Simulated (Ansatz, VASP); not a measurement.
# Two plane-wave programs on NaZnCl3

```
CELL_PARAMETERS angstrom
4.85803 0.00000 0.00000
0.00000 4.85803 0.00000
0.00000 0.00000 4.85803
ATOMIC_POSITIONS crystal
Na 0.00000 0.00000 0.00000
Zn 0.50000 0.50000 0.50000
Cl 0.50000 0.50000 0.00000
Cl 0.50000 0.00000 0.50000
Cl 0.00000 0.50000 0.50000
```

Alike in both runs: task single point; functional r2SCAN; k mesh 6 × 6 × 6; no spin polarisation.

|  | VASP | Ansatz |
| --- | --- | --- |
| version | VASP 6.6.1 | Ansatz 0.2.0 |
| potentials or method | VASP PAW PBE potentials, release 64 (Na_pv, Zn, Cl) | plane waves, PAW |
| plane-wave cutoff (eV) | 520 | 500 |
| occupations | gaussian, width 0.01 eV | fixed |
| valence electrons in the cell | 40 | 42 |

```tsv
	VASP	Ansatz	Ansatz less VASP
gap on the k mesh at the Fermi level (eV)	2.35	2.34	-0.009
pressure (GPa)	0.0	0.0	+0.02
```

VASP's potentials were made for PBE, not for r2SCAN. VASP's potentials hold 40 valence electrons a cell and Ansatz's 42, so a difference there can come from the potentials and not from the codes.
